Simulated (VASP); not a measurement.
Input of a VASP 6.6.1 run:

File INCAR:

```
SYSTEM = In
PREC = Accurate ; ENCUT = 520
EDIFF = 1E-7 ; ISMEAR = 0
SIGMA = 0.15 ; LREAL = .False.
LASPH = .True. ; NELM = 100
ALGO = Fast ; ISIF = 2
LWAVE = .False. ; LCHARG = .False.
GGA = PS ; NBANDS = 12
```

The input KPOINTS:

```
regular mesh
0
Gamma
  20 20 20
  0 0 0
```

POSCAR

```
In
1.0
   -1.6261500000      1.6261500000      2.4368407500
    1.6261500000     -1.6261500000      2.4368407500
    1.6261500000      1.6261500000     -2.4368407500
In
1
Direct
    0.0000000000      0.0000000000      0.0000000000
```

Potentials or basis: VASP PAW PBE potentials, release 64 (In_d).

Run with:

```sh
$ cat potpaw_PBE.64/In_d/POTCAR > POTCAR
$ mpirun -np 1 vasp_std > vasp.out
```

(1) What does it give for the pressure?

Results:

(1) -0.3 GPa.

Caveat: the cell differs from its parent crystal (strain +0.000 along x and y, -0.015 along z); the PAW data sets were made with another functional, which shifts forces and pressure a little.
